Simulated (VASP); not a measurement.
## ZnS: single point with PBE

Crystal: ZnS.

```
CELL_PARAMETERS angstrom
0.00000 2.69399 2.69399
2.69399 0.00000 2.69399
2.69399 2.69399 0.00000
ATOMIC_POSITIONS crystal
Zn 0.25000 0.25000 0.25000
S 0.00000 0.00000 0.00000
```

This cell differs from its parent crystal: volume scaled by 0.97.

```
Program                : VASP 6.6.1
Task                   : single point
Functional             : PBE
Potentials or basis    : VASP PAW PBE potentials, release 64 (Zn, S)
Cutoff                 : 520 eV
k mesh                 : 10 × 10 × 10
Occupations            : gaussian, width 0.02 eV
Spin                   : no spin polarisation
Dipole correction      : no
Further INCAR settings : ALGO = Normal; EDIFF = 1e-06; NBANDS = 16
```

```yaml
Pressure: 2.5 GPa
Band_gap_on_the_k_mesh: 2.15 eV, direct
```

Levels at points of the mesh, in eV from the valence-band top:
| k point | band 5 | band 6 | band 7 | band 8 | band 9 | band 10 | band 11 | band 12 | band 13 | band 14 |
| --- | --- | --- | --- | --- | --- | --- | --- | --- | --- | --- |
| (0.00, 0.00, 0.00) | -5.87 | -5.87 | 0.00 | 0.00 | 0.00 | 2.15 | 6.39 | 6.39 | 6.39 | 11.77 |
| (0.50, 0.00, 0.00) | -5.83 | -5.66 | -5.35 | -0.88 | -0.88 | 3.33 | 6.92 | 6.92 | 8.91 | 12.21 |
| (0.50, 0.50, 0.00) | -5.79 | -5.65 | -4.59 | -2.25 | -2.25 | 3.39 | 4.07 | 11.04 | 12.03 | 12.03 |

It took 27 s on 1 thread of Intel(R) Xeon(R) Platinum 8375C CPU @ 2.90GHz (Ice Lake), on a shared host, peak memory 0.17 GiB.
